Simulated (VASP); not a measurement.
# WS2 in VASP: notebook

Runs on WS2. Level: PBE+D3(BJ). Tasks: single point.

Program: VASP 6.6.1. These are calculated values, not measurements. Logs are shortened: lines on timing, memory, paths and dates and some standing lists are left out, and cuts for length are marked.

## 1. The cell of the first run

The cell holds a slab with vacuum, 6 atoms: a = 3.160 Å, b = 3.160 Å, c = 23.804 Å, α = 90.00°, β = 90.00°, γ = 120.00°.

## 2. Single point, PBE+D3(BJ)

Input file INCAR:

```
SYSTEM = WS2
PREC = Accurate
ENCUT = 520
EDIFF = 1E-6
ISMEAR = 0
SIGMA = 0.05
LREAL = .FALSE.
LASPH = .TRUE.
NELM = 80
ALGO = Normal
ISIF = 2
LWAVE = .FALSE.
LCHARG = .TRUE.
LDIPOL = .TRUE.
IDIPOL = 3
DIPOL = 0.5 0.5 0.401
GGA = PE
IVDW = 12
LELF = .TRUE.
LVHAR = .TRUE.
LVACPOTAV = .TRUE.
NBANDS = 35
```

Input file KPOINTS:

```
Automatic mesh
0
G
  9 9 1
  0 0 0
```

Input file POSCAR:

```
WS2
1.0
    3.1595457497      0.0000000000      0.0000000000
   -1.5797728749      2.7362468836      0.0000000000
    0.0000000000      0.0000000000     23.8042575719
S W
4 2
Direct
    0.3333333333      0.6666666667      0.1890418126
    0.3333333333      0.6666666667      0.3214605103
    0.3333333333      0.6666666667      0.4806757258
    0.3333333333      0.6666666667      0.6130944235
    0.6666666667      0.3333333333      0.2552511581
    0.0000000000      1.0000000000      0.5468850713
```

Potentials or basis: VASP PAW PBE potentials, release 64 (S, W_sv).

Command:

```console
$ cat potpaw_PBE.64/S/POTCAR potpaw_PBE.64/W_sv/POTCAR > POTCAR
$ mpirun -np 1 vasp_std > vasp.out
```

OUTCAR:

```text
SYSTEM = WS2
   PREC = Accurate
   ENCUT = 520
   EDIFF = 1E-6
   ISMEAR = 0
   LREAL = .FALSE.
   LASPH = .TRUE.
   NELM = 80
   ISIF = 2
   GGA = PE
   IVDW = 12
 IVDW          = 12

 ion  position               nearest neighbor table
   1  0.333  0.667  0.189-   5 2.41   5 2.41   5 2.41
   2  0.333  0.667  0.321-   5 2.41   5 2.41   5 2.41
   3  0.333  0.667  0.481-   6 2.41   6 2.41   6 2.41
   4  0.333  0.667  0.613-   6 2.41   6 2.41   6 2.41
   5  0.667  0.333  0.255-   1 2.41   1 2.41   1 2.41   2 2.41   2 2.41   2 2.41
   6  0.000  0.000  0.547-   3 2.41   3 2.41   3 2.41   4 2.41   4 2.41   4 2.41

  LATTYP: Found a hexagonal cell.
 ALAT       =     3.1595457497
 C/A-ratio  =     7.5340759266

  Lattice vectors:

 A1 = (   3.1595457497,   0.0000000000,   0.0000000000)
 A2 = (  -1.5797728749,   2.7362468836,   0.0000000000)
 A3 = (   0.0000000000,   0.0000000000,  23.8042575719)

Analysis of symmetry for initial positions (statically):
=====================================================================
 Subroutine PRICEL returns:
 Original cell was already a primitive cell.

 Routine SETGRP: Setting up the symmetry group for a
 hexagonal supercell.

 Subroutine GETGRP returns: Found 12 space group operations
 (whereof  6 operations were pure point group operations)
 out of a pool of 24 trial point group operations.

The static configuration has the point symmetry C_3v.
 The point group associated with its full space group is D_3d.

Analysis of symmetry for dynamics (positions and initial velocities):
=====================================================================
 Subroutine PRICEL returns:
 Original cell was already a primitive cell.

 Routine SETGRP: Setting up the symmetry group for a
 hexagonal supercell.

 Subroutine GETGRP returns: Found 12 space group operations
 (whereof  6 operations were pure point group operations)
 out of a pool of 24 trial point group operations.

The dynamic configuration has the point symmetry C_3v.
 The point group associated with its full space group is D_3d.

 Subroutine INISYM returns: Found 12 space group operations
 (whereof  6 operations are pure point group operations),
 and found     1 'primitive' translations

----------------------------------------------------------------------------------------

                                     Primitive cell

  volume of cell :     205.7949

  direct lattice vectors                    reciprocal lattice vectors
     3.159545750  0.000000000  0.000000000     0.316501193  0.182732049  0.000000000
    -1.579772875  2.736246884  0.000000000     0.000000000  0.365464098  0.000000000
     0.000000000  0.000000000 23.804257572     0.000000000  0.000000000  0.042009292

  length of vectors
     3.159545750  3.159545750 23.804257572     0.365464098  0.365464098  0.042009292

  position of ions in fractional coordinates (direct lattice)
     0.333333333  0.666666667  0.189041813
     0.333333333  0.666666667  0.321460510
     0.333333333  0.666666667  0.480675726
     0.333333333  0.666666667  0.613094424
     0.666666667  0.333333333  0.255251158
     0.000000000  0.000000000  0.546885071

  ion indices of the primitive-cell ions
   primitive index   ion index
                 1           1
                 2           2
                 3           3
                 4           4
                 5           5
                 6           6

----------------------------------------------------------------------------------------

 KPOINTS: Automatic mesh

Automatic generation of k-mesh.
 Grid dimensions read from file:
 generate k-points for:    9    9    1

 Generating k-lattice:

  Cartesian coordinates                     Fractional coordinates (reciprocal lattice)
     0.035166799  0.020303561  0.000000000     0.111111111 -0.000000000  0.000000000
     0.000000000  0.040607122  0.000000000     0.000000000  0.111111111  0.000000000
     0.000000000  0.000000000  0.042009292     0.000000000  0.000000000  1.000000000

  Length of vectors
     0.040607122  0.040607122  0.042009292

  Shift w.r.t. Gamma in fractional coordinates (k-lattice)
     0.000000000  0.000000000  0.000000000

 Subroutine IBZKPT returns following result:
 ===========================================

 Found     12 irreducible k-points:

 Following reciprocal coordinates:
            Coordinates               Weight
  0.000000  0.000000  0.000000      1.000000
  0.111111 -0.000000  0.000000      6.000000
  0.222222  0.000000  0.000000      6.000000
  0.333333 -0.000000  0.000000      6.000000
  0.444444  0.000000  0.000000      6.000000
  0.111111  0.111111  0.000000      6.000000
  0.222222  0.111111  0.000000     12.000000
  0.333333  0.111111  0.000000     12.000000
  0.444444  0.111111  0.000000      6.000000
  0.222222  0.222222  0.000000      6.000000
  0.333333  0.222222  0.000000     12.000000
  0.333333  0.333333  0.000000      2.000000
   k-points           NKPTS =     12   k-points in BZ     NKDIM =     12   number of bands    NBANDS=     35
   number of dos      NEDOS =    301   number of ions     NIONS =      6
   total plane-waves  NPLWV = 103680
   dimension x,y,z NGX =    24 NGY =   24 NGZ =  180
   dimension x,y,z NGXF=    48 NGYF=   48 NGZF=  360
   ions per type =               4   2
   NGX,Y,Z   is equivalent  to a cutoff of  12.63, 12.63, 12.57 a.u.
   NGXF,Y,Z  is equivalent  to a cutoff of  25.26, 25.26, 25.14 a.u.
 SYSTEM =  WS2
   PREC   = accura    normal or accurate (medium, high low for compatibility)
   ISTART =      0    job   : 0-new  1-cont  2-samecut
   ICHARG =      2    charge: 1-file 2-atom 10-const
   ISPIN  =      1    spin polarized calculation?
   LNONCOLLINEAR =      F non collinear calculations
   LSORBIT =      F    spin-orbit coupling
   LASPH  =      T    aspherical Exc in radial PAW
   ENCUT  =  520.0 eV  38.22 Ry    6.18 a.u.   5.87  5.87 44.26*2*pi/ulx,y,z
   NELM   =     80;   NELMIN=  2; NELMDL= -5     # of ELM steps
   EDIFF  = 0.1E-05   stopping-criterion for ELM
   LREAL  =      F    real-space projection
   EDIFFG = 0.1E-04   stopping-criterion for IOM
   NSW    =      0    number of steps for IOM
   IBRION =     -1    ionic relax: 0-MD 1-quasi-New 2-CG
   NFREE  =      0    steps in history (QN), initial steepest desc. (CG)
   ISIF   =      2    stress and relaxation
   ISYM   =      2    0-nonsym 1-usesym 2-fastsym
   POTIM  = 0.5000    time-step for ionic-motion
   TEBEG  =    0.0;   TEEND  =   0.0 temperature during run
   PSTRESS=    0.0 pullay stress
   NELECT =      52.0000    total number of electrons
   NUPDOWN=      -1.0000    fix difference up-down
   EMIN   =  10.00;   EMAX   =-10.00  energy-range for DOS
   EFERMI =   0.00;   METHOD = LEGACY
   ISMEAR =     0;   SIGMA  =   0.05  broadening in eV -4-tet -1-fermi 0-gaus
   EFERMI_NEDOS =   21; number of points for ismear=-14 and -15
   IALGO  =     38    algorithm
   IMIX   =      4    mixing-type and parameters
     AMIX     =   0.40;   BMIX     =  1.00
     AMIX_MAG =   1.60;   BMIX_MAG =  1.00
  volume/ion in A,a.u.               =      34.30       231.46
  Fermi-wavevector in a.u.,A,eV,Ry     =   1.034978  1.955825 14.574279  1.071179
  Thomas-Fermi vector in A             =   2.169299
   LORBIT       =      0    0 simple, 1 ext, 2 COOP (PROOUT), +10 PAW based schemes
   GGA     = PE    functional components
   LHFCALC =     F    Hartree Fock is set to
   AEXX    =    0.0000 exact exchange contribution
   IVDW    =    12    specifies the selected vdW correction
   LEPSILON=     F    determine dielectric tensor
   LRPA    =     F    only Hartree local field effects (RPA)
 non-spin polarized calculation
 Gauss-broadening in eV      SIGMA  =   0.05
  energy-cutoff  :      520.00
  volume of cell :      205.79
 maximum number of plane-waves:      5566
 NGX is ok and might be reduce to    24
   NGX = 11   NGY = 11   NGZ = 89

 dipolmoment           0.000000      0.000000      0.000047 electrons x Angstroem

 number of electron      51.9999994 magnetization

 dipolmoment           0.000000      0.000000     -0.000005 electrons x Angstroem

 Free energy of the ion-electron system (eV)
  ---------------------------------------------------
  ext. energy  EPLUGINS =         0.00000000
  ---------------------------------------------------
  free energy    TOTEN  =       -47.32211394 eV

  energy without entropy =      -47.32211394  energy(sigma->0) =      -47.32211394

 E-fermi :   1.2818     XC(G=0):  -6.2017

 val. band max:        0.9000154568   @ k =   0.0000   0.0000   0.0000
 cond. band min:       2.7380540621   @ k =   0.3333   0.3333   0.0000
 fundamental gap:      1.8380386053
 Fermi energy:         1.2818337416

 k-point     1 :       0.0000    0.0000    0.0000
  band No.  band energies     occupation
      1     -73.1923      2.00000
      2     -73.1923      2.00000
      3     -37.4445      2.00000
      4     -37.4444      2.00000
      5     -37.2695      2.00000
      6     -37.2695      2.00000
[... 27 lines left out ...]
     34       3.8943      0.00000
     35       5.8494      0.00000

 k-point     2 :       0.1111   -0.0000    0.0000
  band No.  band energies     occupation
      1     -73.1901      2.00000
      2     -73.1901      2.00000
      3     -37.4368      2.00000
      4     -37.4367      2.00000
      5     -37.3123      2.00000
      6     -37.3122      2.00000
[... 27 lines left out ...]
     34       4.1231      0.00000
     35       6.2136      0.00000

 k-point     3 :       0.2222    0.0000    0.0000
  band No.  band energies     occupation
      1     -73.1846      2.00000
      2     -73.1846      2.00000
      3     -37.4192      2.00000
      4     -37.4191      2.00000
      5     -37.4172      2.00000
      6     -37.4172      2.00000
[... 27 lines left out ...]
     34       4.8220      0.00000
     35       6.9199      0.00000
[... 267 lines left out ...]
 k-point    11 :       0.3333    0.2222    0.0000
  band No.  band energies     occupation
      1     -73.1726      2.00000
      2     -73.1725      2.00000
      3     -37.5725      2.00000
      4     -37.5725      2.00000
      5     -37.4379      2.00000
      6     -37.4378      2.00000
[... 27 lines left out ...]
     34       6.0998      0.00000
     35       6.9005      0.00000

 k-point    12 :       0.3333    0.3333    0.0000
  band No.  band energies     occupation
      1     -73.1715      2.00000
      2     -73.1714      2.00000
      3     -37.5354      2.00000
      4     -37.5353      2.00000
      5     -37.5011      2.00000
      6     -37.5011      2.00000
[... 27 lines left out ...]
     34       6.5585      0.00000
     35       7.3355      0.00000

------------------------ aborting loop because EDIFF is reached ----------------------------------------

 Edisp (eV)   -2.05970

 E8    (eV) :    -0.8953

  FORCE on cell =-STRESS in cart. coord.  units (eV):
  Direction    XX          YY          ZZ          XY          YZ          ZX
  --------------------------------------------------------------------------------------
  -------------------------------------------------------------------------------------
  Total      -0.20212    -0.20212    -0.48888     0.00000    -0.00000     0.00000
  in kB      -1.57359    -1.57359    -3.80610     0.00000    -0.00000     0.00000
  external pressure =       -2.32 kB  Pullay stress =        0.00 kB

 VOLUME and BASIS-vectors are now :
 -----------------------------------------------------------------------------
  energy-cutoff  :      520.00
  volume of cell :      205.79
      direct lattice vectors                 reciprocal lattice vectors
     3.159545750  0.000000000  0.000000000     0.316501193  0.182732049  0.000000000
    -1.579772875  2.736246884  0.000000000     0.000000000  0.365464098  0.000000000
     0.000000000  0.000000000 23.804257572     0.000000000  0.000000000  0.042009292

 POSITION                                       TOTAL-FORCE (eV/Angst)
 -----------------------------------------------------------------------------------
     -0.00000      1.82416      4.50000         0.000000     -0.000000      0.002911
     -0.00000      1.82416      7.65213         0.000000     -0.000000      0.038373
     -0.00000      1.82416     11.44213        -0.000000     -0.000000     -0.038373
     -0.00000      1.82416     14.59426        -0.000000      0.000000     -0.002911
      1.57977      0.91208      6.07606        -0.000000     -0.000000      0.033423
      0.00000      0.00000     13.01819        -0.000000      0.000000     -0.033423
 -----------------------------------------------------------------------------------
    total drift:                                0.000000      0.000000     -0.000516

  FREE ENERGIE OF THE ION-ELECTRON SYSTEM (eV)
  ---------------------------------------------------
  free  energy   TOTEN  =       -49.3818100955 eV

  energy  without entropy=      -49.3818100955  energy(sigma->0) =      -49.38181010

 vacuum level on the upper side and lower side of the slab         6.470         6.470
```

Wall time 3.3 min (1 thread of Intel Xeon 8259CL, shared host); peak memory 0.34 GiB.

What came out:

```yaml
Free_energy: -49.3818 eV
Largest_force: 0.038 eV/Å
Band_gap_on_the_k_mesh: 1.84 eV (least direct gap 1.92 eV)
Dispersion_energy_per_atom: -0.343 eV
```

Forces on the atoms (eV/Å):
```
S    0.000  0.000  0.003
S    0.000  0.000  0.038
S    0.000  0.000 -0.038
S    0.000  0.000 -0.003
W    0.000  0.000  0.033
W    0.000  0.000 -0.033
```

Caveat: spin-orbit coupling is left out, which moves the levels of the heavy elements.

## 3. Single point, PBE+D3(BJ) (layers slid over each other)

Input file INCAR:

```
ALGO = Normal ; DIPOL = 0.5 0.5 0.401
EDIFF = 1E-6 ; ENCUT = 520
GGA = PE ; IDIPOL = 3
ISIF = 2 ; ISMEAR = 0
IVDW = 12 ; LASPH = T
LCHARG = F ; LDIPOL = T
LREAL = F ; LWAVE = F
NBANDS = 35 ; NELM = 60
PREC = Accurate ; SIGMA = 0.05
```

Input file KPOINTS:

```
k-points
0
Gamma
  9 9 1
```

Input file POSCAR:

```
WS2
1.0
    3.1595457497      0.0000000000      0.0000000000
   -1.5797728749      2.7362468836      0.0000000000
    0.0000000000      0.0000000000     23.8042575719
S W
4 2
Direct
    0.3333333333      0.6666666667      0.1890418126
    0.3333333333      0.6666666667      0.3214605103
    0.6666666667      1.3333333333      0.4806757258
    0.6666666667      1.3333333333      0.6130944235
    0.6666666667      0.3333333333      0.2552511581
    0.3333333333      1.6666666667      0.5468850713
```

Potentials or basis: VASP PAW PBE potentials, release 64 (S, W_sv).

Command:

```console
$ cat potpaw_PBE.64/S/POTCAR potpaw_PBE.64/W_sv/POTCAR > POTCAR
$ mpirun -np 1 vasp_std > vasp.out
```

It took 4.4 min on 1 thread of Intel Xeon 8259CL, shared host; peak memory 0.34 GiB.

Results (log left out):

```yaml
Free_energy: -49.3961 eV
Largest_force: 0.080 eV/Å
Band_gap_on_the_k_mesh: 1.86 eV (least direct gap 1.91 eV)
Dispersion_energy_per_atom: -0.343 eV
```

Forces on the atoms (eV/Å):
```
S    0.000  0.000  0.004
S    0.000  0.000  0.080
S    0.000  0.000 -0.080
S    0.000  0.000 -0.004
W    0.000  0.000  0.041
W    0.000  0.000 -0.041
```

Levels at points of the mesh, in eV from the valence-band top:
| k point | band 23 | band 24 | band 25 | band 26 | band 27 | band 28 | band 29 | band 30 |
| --- | --- | --- | --- | --- | --- | --- | --- | --- |
| (0.00, 0.00, 0.00) | -1.63 | -1.63 | -0.34 | 0.00 | 2.87 | 2.87 | 2.87 | 2.87 |

Caveat: the cell differs from its parent crystal (layers slid over each other); spin-orbit coupling is left out, which moves the levels of the heavy elements.
